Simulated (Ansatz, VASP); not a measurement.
## Two plane-wave programs on TaN

INCAR

```
  PREC = Accurate
  ENCUT = 520
  EDIFF = 1E-6
  ISMEAR = 0
  SIGMA = 0.15
  LREAL = F
  LASPH = T
  NELM = 80
  ALGO = Normal
  ISIF = 2
  LWAVE = F
  LCHARG = F
  GGA = CA
  NBANDS = 15
```

Contents of KPOINTS:

```
regular mesh
0
Gamma
  18 18 18
```

POSCAR

```
TaN
1.0
    0.0000000000      2.1742693740      2.1742693740
    2.1742693740      0.0000000000      2.1742693740
    2.1742693740      2.1742693740      0.0000000000
Ta N
1 1
Direct
    0.4967281469      0.5032718531      0.5032718531
    0.0422670719     -0.0422670719     -0.0422670719
```

Input for Ansatz:

```yaml
crystal:
  lattice:
    - [0.0, 2.174269374, 2.174269374]
    - [2.174269374, 0.0, 2.174269374]
    - [2.174269374, 2.174269374, 0.0]
  atoms:
    - { symbol: Ta, position: [0.4967281469, 0.5032718531, 0.5032718531] }
    - { symbol: "N", position: [0.0422670719, -0.0422670719, -0.0422670719] }
basis:
  ecutwfc: 520.0
kpoints:
  mp_grid: { grid: [18, 18, 18] }
hamiltonian:
  xc: lda
scf:
  occupations: { method: gaussian, width: 0.15 }
output:
  forces: true
  stress: true
  eigenvalues: true
```

Change from the starting cell: mode 4 frozen in at -0.184 Å, equal normal strain along x and y +0.0000.

Alike in both runs: task single point; functional LDA; k mesh 18 × 18 × 18; occupations gaussian, width 0.15 eV; no spin polarisation.

|  | VASP | Ansatz |
| --- | --- | --- |
| version | VASP 6.6.1 | Ansatz 0.2.0 |
| potentials or method | VASP PAW LDA potentials, release 64 (Ta_pv, N), cutoff 520 eV | scalar-relativistic, plane waves, PAW |
| valence electrons in the cell | 16 | 18 |

Ansatz gave:

```
gap on the k mesh at the Fermi level (eV)                     : none
pressure (GPa)                                                : 7.4
traceless stress, the component that is largest in VASP (GPa) : 14.68
rms of the force components (eV/Å)                            : 1.301
```

Question: What did VASP give for the same quantities?

Answer: gap on the k mesh at the Fermi level (eV): none; pressure (GPa): 9.5; traceless stress, the component that is largest in VASP (GPa): 15.02; rms of the force components (eV/Å): 1.333.

LDA's correlation is that of Perdew and Zunger in VASP and of Perdew and Wang (1992) in Ansatz. Atom by atom the forces differ by 0.032 eV/Å (rms over components). A gap of «none» marks a metal or a gap that the smearing closes. VASP's potentials hold 16 valence electrons a cell and Ansatz's 18, so a difference there can come from the potentials and not from the codes.

Spin-orbit coupling is off throughout.
